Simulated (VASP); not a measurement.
Crystal: TiAl3.

```xyz
4
Lattice="2.8678 0.0000 0.0000 0.0000 4.7276 0.0000 0.0000 0.0000 4.9493" Properties=species:S:1:pos:R:3 pbc="T T T"
Ti    0.0000    2.3638    0.8212
Al    0.0000    0.0000    4.1371
Al    1.4339    0.0000    1.6378
Al    1.4339    2.3638    3.3025
```

```yaml
Program: VASP 6.6.1
Task: relaxation of cell and atoms
Functional: PBEsol
Potentials_or_basis: VASP PAW PBE potentials, release 64 (Ti_sv, Al)
Cutoff: 720 eV
k_mesh: 13 × 8 × 8
Occupations: methfessel-paxton, width 0.05 eV
Spin: no spin polarisation
```

At the start: pressure -5.0 GPa; volume 16.78 Å³/atom.

**Question.** Where does the relaxation end?

**Answer.** Over 14 steps the energy falls by 16.0 meV/atom and the volume is 15.90 Å³/atom (-5.2 %); space group Pmm2 (No. 25, to 0.1 Å) before and after.

The path:
```csv
step,energy change (eV),largest force (eV/Å),pressure (GPa),volume (Å³)
1,0.0000,0.0595,-5.01,67.10
2,-0.0495,0.0649,2.58,62.13
3,-0.0603,0.0439,0.11,63.54
4,-0.0621,0.0537,0.07,63.56
5,-0.0629,0.0641,0.03,63.59
6,-0.0635,0.0446,-0.03,63.62
7,-0.0638,0.0251,-0.11,63.69
8,-0.0640,0.0177,0.11,63.54
9,-0.0640,0.0174,0.12,63.54
10,-0.0641,0.0028,-0.03,63.63
11,-0.0641,0.0051,0.00,63.61
12,-0.0641,0.0009,0.00,63.61
13,-0.0638,0.0009,-0.01,63.61
14,-0.0638,0.0009,-0.01,63.61
```

Final structure:
```
CELL_PARAMETERS angstrom
2.77592 0.00000 0.00000
0.00000 4.66979 0.00000
0.00000 0.00000 4.90708
ATOMIC_POSITIONS crystal
Ti 0.00000 0.50000 0.16304
Al 0.00000 0.00000 0.84034
Al 0.50000 0.00000 0.33288
Al 0.50000 0.50000 0.66374
```

Where two steps share one volume, the run began anew on that cell with a basis built for it.

Caveat: the PAW data sets were made with another functional, which shifts forces and pressure a little.
